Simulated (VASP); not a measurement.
# TiPd: single point with LDA

The system is TiPd.

```
Ti Pd
1.0
     2.83797    0.00000    0.00000
     0.00000    2.83797    0.00000
     0.00000    0.00000    3.89771
Ti Pd
1 1
Direct
  0.00000 0.00000 0.00000
  0.50000 0.50000 0.50000
```

```yaml
Program: VASP 6.6.1
Task: single point
Functional: LDA
Potentials_or_basis: VASP PAW LDA potentials, release 64 (Ti_sv, Pd)
Cutoff: 520 eV
k_mesh: 8 × 8 × 6
Occupations: fermi-dirac, width 0.05 eV
Spin: no spin polarisation
```

| Item | Value |
| --- | --- |
| Pressure | -12.2 GPa |
| Band gap on the k mesh | zero (band 11 reaches 11.68 eV, above the bottom of band 12 at 8.43 eV) |

Stress tensor (GPa, compression positive):
```
-11.70   0.00   0.00
  0.00 -11.70   0.00
  0.00   0.00 -13.15
```

Levels at points of the mesh, in eV from the Fermi level:
```
           k point  band 7  band 8  band 9  band 10  band 11  band 12  band 13  band 14  band 15  band 16
(0.00, 0.00, 0.00)   -5.03   -2.86   -2.86    -1.82    -0.48     0.57     2.60     2.60     2.86     3.05
(0.50, 0.00, 0.00)   -3.88   -2.81   -2.63    -2.36    -0.81    -0.49     1.13     1.30     2.07     4.51
(0.50, 0.50, 0.00)   -4.71   -4.64   -0.90     0.38     2.19     2.19     2.45     2.49     2.49     3.68
(0.00, 0.00, 0.50)   -4.14   -2.60   -2.59    -2.59    -1.75    -1.06     0.98     1.62     1.62     2.73
(0.50, 0.00, 0.50)   -3.12   -3.09   -2.81    -0.06     0.02     0.29     0.52     2.08     2.60     2.71
(0.50, 0.50, 0.50)   -4.11   -2.38   -2.13    -1.04    -1.04    -0.90     1.93     3.69     8.28     8.28
```

It took 44 s on 1 thread of Intel Xeon 8259CL (shared host), peak memory 0.16 GiB.
